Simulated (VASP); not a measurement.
A run of VASP 6.6.1 is set up as follows.

Contents of INCAR:

```
PREC     = Accurate       # precision mode
ENCUT    = 520            # plane-wave cutoff, eV
EDIFF    = 1E-7           # SCF threshold, eV
ISMEAR   = 0              # smearing method
SIGMA    = 0.05           # smearing width, eV
LREAL    = False          # projectors in reciprocal space
LASPH    = True           # aspherical terms in the spheres
NELM     = 60             # most SCF steps
ALGO     = Normal         # electronic algorithm
ISIF     = 2              # what is computed and relaxed
LWAVE    = False          # write WAVECAR
LCHARG   = True           # write CHGCAR
GGA      = PE             # functional
LELF     = True           # ELF
LVHAR    = True         
NBANDS   = 16             # bands
```

KPOINTS

```
Automatic mesh
0
Gamma
  10 10 10
```

Contents of POSCAR:

```
Si
1.0
   -3.0193888533      3.0193888533      1.9304179815
    3.0193888533     -3.0193888533      1.9304179815
    2.6681026155      2.6681026155     -1.9304179815
Si
4
Direct
    0.1786105079      0.1786105079      0.3572210158
    0.8213894921      0.8213894921      0.6427789842
    0.1786105079      0.8213894921      0.0000000000
    0.8213894921      0.1786105079      0.0000000000
```

Potentials or basis: VASP PAW PBE potentials, release 64 (Si).

Command:

```bash
$ cat potpaw_PBE.64/Si/POTCAR > POTCAR
$ mpirun -np 1 vasp_std > vasp.out
```

Q: Estimate the largest force.

A: 7.023 eV/Å.

Q: Estimate the band gap on the k mesh.

A: Zero (bands 8 and 9 overlap by 1.22 eV).

Stress tensor (GPa, compression positive):
```
67.32 -7.35  0.00
-7.35 67.32  0.00
 0.00  0.00 20.51
```

Caveat: the cell stands under pressure; forces of over 1 eV/Å act on the atoms, so gaps and moduli don't describe the material at rest.
